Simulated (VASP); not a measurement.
# AlP (a) (F-43m) in VASP: notebook, part 2 of 2

VASP 6.6.1.

## Step 3: Single point, PBEsol

File INCAR:

```
PREC = Accurate ; ENCUT = 500
EDIFF = 1E-6 ; ISMEAR = 0
SIGMA = 0.02 ; LREAL = False
LASPH = True ; NELM = 120
ALGO = Normal ; ISIF = 2
LWAVE = False ; LCHARG = False
GGA = PS ; NBANDS = 11
GGA_COMPAT = False
```

File KPOINTS:

```
regular mesh
0
Gamma
  8 8 8
```

File POSCAR:

```
AlP
1.0
    0.0000000000      2.7352604675      2.7352604675
    2.7352604675      0.0000000000      2.7352604675
    2.7352604675      2.7352604675      0.0000000000
Al P
1 1
Direct
    0.0000000000      0.0000000000      0.0000000000
    0.2500000000      0.2500000000      0.2500000000
```

Potentials or basis: VASP PAW PBE potentials, release 64 (Al, P).

Started as:

```console
cat potpaw_PBE.64/Al/POTCAR potpaw_PBE.64/P/POTCAR > POTCAR
mpirun -np 1 vasp_std > vasp.out
```

Wall time 13 s (1 thread of AMD EPYC 7R43 (Zen 3), shared host); peak memory 0.11 GiB.

The run converged. Its results:

* Free energy: -10.9952 eV
* Pressure: 0.0 GPa
* Band gap on the k mesh: 1.45 eV, indirect (least direct gap 3.15 eV)

Levels at points of the mesh, in eV from the valence-band top:
```tsv
k point	band 1	band 2	band 3	band 4	band 5	band 6	band 7	band 8	band 9
(0.00, 0.00, 0.00)	-11.49	0.00	0.00	0.00	3.15	4.50	4.50	4.50	8.80
(0.50, 0.00, 0.00)	-9.81	-5.56	-0.76	-0.76	2.71	4.75	4.75	8.06	11.50
(0.50, 0.50, 0.00)	-9.15	-5.32	-2.11	-2.11	1.45	2.37	10.94	10.94	11.89
```

Caveat: the PAW data sets were made with another functional, which shifts forces and pressure a little.

## Step 4: Single point, PBEsol

File INCAR:

```
SYSTEM = AlP
PREC = Accurate
ENCUT = 500
EDIFF = 1E-6
ISMEAR = 0
SIGMA = 0.02
LREAL = .FALSE.
LASPH = .TRUE.
NELM = 120
ALGO = Normal
ISIF = 2
LWAVE = .FALSE.
LCHARG = .TRUE.
GGA = PS
LELF = .TRUE.
LVHAR = .TRUE.
NBANDS = 11
GGA_COMPAT = .FALSE.
```

File KPOINTS:

```
Automatic mesh
0
G
  8 8 8
  0 0 0
```

POSCAR is that of step 3.

Potentials or basis: VASP PAW PBE potentials, release 64 (Al, P).

Started as:

```console
cat potpaw_PBE.64/Al/POTCAR potpaw_PBE.64/P/POTCAR > POTCAR
mpirun -np 1 vasp_std > vasp.out
```

OUTCAR:

```text
SYSTEM = AlP
   PREC = Accurate
   ENCUT = 500
   EDIFF = 1E-6
   ISMEAR = 0
   LREAL = .FALSE.
   LASPH = .TRUE.
   NELM = 120
   ISIF = 2
   GGA = PS

 ion  position               nearest neighbor table
   1  0.000  0.000  0.000-   2 2.37   2 2.37   2 2.37   2 2.37
   2  0.250  0.250  0.250-   1 2.37   1 2.37   1 2.37   1 2.37

  LATTYP: Found a face centered cubic cell.
 ALAT       =     5.4705209350

  Lattice vectors:

 A1 = (   0.0000000000,   2.7352604675,   2.7352604675)
[... 521 lines left out ...]

------------------------ aborting loop because EDIFF is reached ----------------------------------------

  FORCE on cell =-STRESS in cart. coord.  units (eV):
  Direction    XX          YY          ZZ          XY          YZ          ZX
  --------------------------------------------------------------------------------------
  -------------------------------------------------------------------------------------
  Total        0.0084342      0.0084342      0.0084342      0.0000000      0.0000000     -0.0000000
  in kB        0.3301627      0.3301627      0.3301627      0.0000000      0.0000000     -0.0000000
  external PRESSURE =       0.3301627 kB  Pullay stress =       0.0000000 kB

 VOLUME and BASIS-vectors are now :
 -----------------------------------------------------------------------------
  energy-cutoff  :      500.00
  volume of cell :       40.93
      direct lattice vectors                 reciprocal lattice vectors
     0.000000000  2.735260467  2.735260467    -0.182797948  0.182797948  0.182797948
     2.735260467  0.000000000  2.735260467     0.182797948 -0.182797948  0.182797948
     2.735260467  2.735260467  0.000000000     0.182797948  0.182797948 -0.182797948

 POSITION                                       TOTAL-FORCE (eV/Angst)
 -----------------------------------------------------------------------------------
      0.00000      0.00000      0.00000         0.000000      0.000000      0.000000
      1.36763      1.36763      1.36763        -0.000000     -0.000000     -0.000000
 -----------------------------------------------------------------------------------
    total drift:                                0.000000      0.000000      0.000000

  FREE ENERGIE OF THE ION-ELECTRON SYSTEM (eV)
  ---------------------------------------------------
  free  energy   TOTEN  =       -10.9951656628 eV

  energy  without entropy=      -10.9951656628  energy(sigma->0) =      -10.99516566
```

stdout:

```text
POSCAR found type information on POSCAR AlP
 POSCAR found :  2 types and       2 ions
 scaLAPACK will be used
 -----------------------------------------------------------------------------
|                                                                             |
|                                                                             |
|     You enforced a specific xc type in the INCAR file but a different       |
|     I HOPE YOU KNOW WHAT YOU ARE DOING!                                     |
|                                                                             |
 -----------------------------------------------------------------------------

 LDA part: xc-table for (Slater+PW92), standard interpolation
 POSCAR, INCAR and KPOINTS ok, starting setup
 FFT: planning ... GRIDC
 FFT: planning ... GRID_SOFT
 FFT: planning ... GRID
 WAVECAR not read
 entering main loop
```

It took 17 s on 1 thread of AMD EPYC 7R43 (Zen 3), shared host; peak memory 0.12 GiB.

Results:

```
Free energy            : -10.9952 eV
Pressure               : 0.0 GPa
Band gap on the k mesh : 1.45 eV, indirect (least direct gap 3.15 eV)
```

Caveat: the PAW data sets were made with another functional, which shifts forces and pressure a little. As with any semilocal functional, this PBEsol gap is likely too small.

## Step 5: Relaxation of cell and atoms, PBEsol

File INCAR:

```
PREC = Accurate
ENCUT = 500
EDIFF = 1E-7
ISMEAR = 0
SIGMA = 0.02
LREAL = False
LASPH = True
NELM = 120
ALGO = Normal
ISIF = 3
LWAVE = False
LCHARG = False
GGA = PS
IBRION = 2
NSW = 100
EDIFFG = -0.002
GGA_COMPAT = False
NELMIN = 4
```

File KPOINTS:

```
Automatic mesh
0
Gamma
  8 8 8
```

File POSCAR:

```
AlP
1.0
    0.0000000000      2.7364837100      2.7364837100
    2.7364837100      0.0000000000      2.7364837100
    2.7364837100      2.7364837100      0.0000000000
Al P
1 1
Direct
    0.0000000000      0.0000000000      0.0000000000
    0.2500000000      0.2500000000      0.2500000000
```

Potentials or basis: VASP PAW PBE potentials, release 64 (Al, P).

Started as:

```console
cat potpaw_PBE.64/Al/POTCAR potpaw_PBE.64/P/POTCAR > POTCAR
mpirun -np 1 vasp_std > vasp.out
```

OUTCAR:

```text
PREC = Accurate
   ENCUT = 500
   EDIFF = 1E-7
   ISMEAR = 0
   LREAL = False
   LASPH = True
   NELM = 120
   ISIF = 3
   GGA = PS
   IBRION = 2
   NSW = 100
   EDIFFG = -0.002
   NELMIN = 4

 ion  position               nearest neighbor table
   1  0.000  0.000  0.000-   2 2.37   2 2.37   2 2.37   2 2.37
   2  0.250  0.250  0.250-   1 2.37   1 2.37   1 2.37   1 2.37

  LATTYP: Found a face centered cubic cell.
 ALAT       =     5.4729674200

  Lattice vectors:

 A1 = (   0.0000000000,   2.7364837100,   2.7364837100)
 A2 = (   2.7364837100,   0.0000000000,   2.7364837100)
 A3 = (   2.7364837100,   2.7364837100,   0.0000000000)

Analysis of symmetry for initial positions (statically):
=====================================================================
 Subroutine PRICEL returns:
 Original cell was already a primitive cell.
[... 258 lines left out ...]
 Fermi energy:         4.6251301932

 k-point     1 :       0.0000    0.0000    0.0000
  band No.  band energies     occupation
      1      -7.0131      2.00000
      2       4.4793      2.00000
      3       4.4793      2.00000
      4       4.4793      2.00000
      5       7.6313      0.00000
      6       8.9830      0.00000
      7       8.9830      0.00000
      8       8.9830      0.00000
[... 243 lines left out ...]
 k-point    24 :      -0.3750    0.2500    0.1250
  band No.  band energies     occupation
      1      -5.0166      2.00000
      2      -0.7095      2.00000
      3       1.8632      2.00000
      4       2.9845      2.00000
      5       8.3377      0.00000
      6       8.9137      0.00000
      7      11.2976      0.00000
      8      12.0890      0.00000

 [... further k-points ...]

------------------------ aborting loop because EDIFF is reached ----------------------------------------

  FORCE on cell =-STRESS in cart. coord.  units (eV):
  Direction    XX          YY          ZZ          XY          YZ          ZX
  --------------------------------------------------------------------------------------
  -------------------------------------------------------------------------------------
  Total        0.0008756      0.0008756      0.0008756     -0.0000000      0.0000000     -0.0000000
  in kB        0.0342641      0.0342641      0.0342641     -0.0000000      0.0000000     -0.0000000
  external PRESSURE =       0.0342641 kB  Pullay stress =       0.0000000 kB
[... 17 lines left out ...]
  FREE ENERGIE OF THE ION-ELECTRON SYSTEM (eV)
  ---------------------------------------------------
  free  energy   TOTEN  =       -10.9951810090 eV

  energy  without entropy=      -10.9951810090  energy(sigma->0) =      -10.99518101

 reached required accuracy - stopping structural energy minimisation
```

OSZICAR:

```text
N       E                     dE             d eps       ncg     rms          rms(c)
DAV:   1     0.113287824309E+02    0.11329E+02   -0.30570E+03   464   0.727E+02
DAV:   2    -0.107728064513E+02   -0.22102E+02   -0.21087E+02   616   0.894E+01
DAV:   3    -0.113570311624E+02   -0.58422E+00   -0.58422E+00   576   0.190E+01
[... 19 lines left out ...]
DAV:   2    -0.109951820353E+02    0.32228E-05   -0.84279E-06   536   0.159E-02    0.653E-03
DAV:   3    -0.109951812863E+02    0.74897E-06   -0.24285E-06   576   0.810E-03    0.140E-03
DAV:   4    -0.109951811452E+02    0.14113E-06   -0.59130E-08   240   0.179E-03    0.102E-03
DAV:   5    -0.109951810253E+02    0.11986E-06   -0.19435E-08   232   0.922E-04    0.455E-04
DAV:   6    -0.109951810090E+02    0.16333E-07   -0.17575E-09   232   0.403E-04
   3 F= -.10995181E+02 E0= -.10995181E+02  d E =-.107762E-04
```

CONTCAR:

```text
AlP
   1.00000000000000
     0.0000000000000000    2.7355782847969943    2.7355782847969943
     2.7355782847969943    0.0000000000000000    2.7355782847969943
     2.7355782847969943    2.7355782847969943    0.0000000000000000
  Al              P
     1     1
Direct
     0.0000000000000000    0.0000000000000000    0.0000000000000000
     0.2500000000000000    0.2500000000000000    0.2500000000000000

  0.00000000E+00  0.00000000E+00  0.00000000E+00
  0.00000000E+00  0.00000000E+00  0.00000000E+00
```

Run time: 23 s. Hardware: 1 thread of AMD EPYC 7R43 (Zen 3), shared host; peak memory 0.11 GiB.

Results:

```yaml
Free_energy: -10.9952 eV
Relaxed_volume: 20.47 Å³/atom
Relaxed_cell: a = 3.869 Å, b = 3.869 Å, c = 3.869 Å, α = 60.00°, β = 60.00°, γ = 60.00°
Space_group_after_relaxing_to_0.05_Å: F-43m (No. 216)
Energy_gained_by_relaxing: 0.0 meV/atom
Ionic_steps: 3
Pressure_after_relaxing: 0.0 GPa
Band_gap_on_the_k_mesh: 1.45 eV, indirect (least direct gap 3.15 eV)
```

Final structure:
```xyz
2
Lattice="0.0000 2.7356 2.7356 2.7356 0.0000 2.7356 2.7356 2.7356 0.0000" Properties=species:S:1:pos:R:3 pbc="T T T"
Al    0.0000    0.0000    0.0000
P     1.3678    1.3678    1.3678
```

Caveat: the PAW data sets were made with another functional, which shifts forces and pressure a little. Expect the measured gap to be larger: semilocal functionals such as PBEsol lack the derivative discontinuity.

## Step 6: The runs side by side

```tsv
task	cell	k mesh	smearing	gap on the mesh (eV)	pressure (GPa)
single point	a = 3.870 Å, angles 60.0°, 2 atoms	6 × 6 × 6	gaussian 0.1 eV	1.45	0.0
single point	a = 3.868 Å, angles 60.0°, 2 atoms	8 × 8 × 8	gaussian 0.02 eV	1.45	0.0
relaxation of cell and atoms	relaxed from a = 3.870 Å, angles 60.0°, 2 atoms	8 × 8 × 8	gaussian 0.02 eV	1.45	0.0
```

Alike in all rows: level PBEsol; potentials or basis VASP PAW PBE potentials, release 64 (Al, P); no spin polarisation; cutoff (eV) 500.

Caveats: the PAW data sets were made with another functional, which shifts forces and pressure a little.

Total energies depend on the potentials used, so only differences within one code and one set of settings carry meaning.
